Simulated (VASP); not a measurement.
A run of VASP 6.6.1 is set up as follows.

INCAR

```
SYSTEM = LaF5
PREC = Accurate
ENCUT = 600
EDIFF = 1E-6
ISMEAR = 0
SIGMA = 0.1
LREAL = .False.
LASPH = .True.
NELM = 80
ALGO = Normal
ISIF = 3
LWAVE = .False.
LCHARG = .False.
GGA = PE
IBRION = 2
NSW = 90
EDIFFG = -0.04
```

The input KPOINTS:

```
Automatic mesh
0
Gamma
  4 4 4
  0 0 0
```

File POSCAR:

```
LaF5
1.0
    0.0000000000      3.4692290300      3.4692290300
    3.4692290300      0.0000000000      3.4692290300
    3.4692290300      3.4692290300      0.0000000000
La F
1 5
Direct
    0.0000000000      0.0000000000      0.0000000000
    0.7500000000      0.7500000000      0.7500000000
    0.3759736600      0.3759736600      0.8720790100
    0.3759736600      0.8720790100      0.3759736600
    0.3759736600      0.3759736600      0.3759736600
    0.8720790100      0.3759736600      0.3759736600
```

Potentials or basis: VASP PAW PBE potentials, release 64 (La, F).

Launch:

```sh
$ cat potpaw_PBE.64/La/POTCAR potpaw_PBE.64/F/POTCAR > POTCAR
$ mpirun -np 1 vasp_std > vasp.out
```

**Question.** Predict the relaxed cell.

**Answer.** a = 4.599 Å, b = 4.599 Å, c = 4.599 Å, α = 60.00°, β = 60.00°, γ = 60.00°.

**Question.** What does it give for the space group after relaxing (to 0.05 Å)?

**Answer.** F-43m (No. 216).

**Question.** Estimate the relaxed volume.

**Answer.** 11.46 Å³/atom.

Final structure:
```
La F
1.0
     0.00000    3.25204    3.25204
     3.25204    0.00000    3.25204
     3.25204    3.25204    0.00000
La F
1 5
Direct
  0.00000 0.00000 0.00000
  0.75000 0.75000 0.75000
  0.37435 0.37435 0.87694
  0.37435 0.87694 0.37435
  0.37435 0.37435 0.37435
  0.87694 0.37435 0.37435
```

Caveat: the k points lie up to 0.42 Å⁻¹ apart in the final cell; the volume moved by over 15 % at a fixed basis, so the end points are rough.
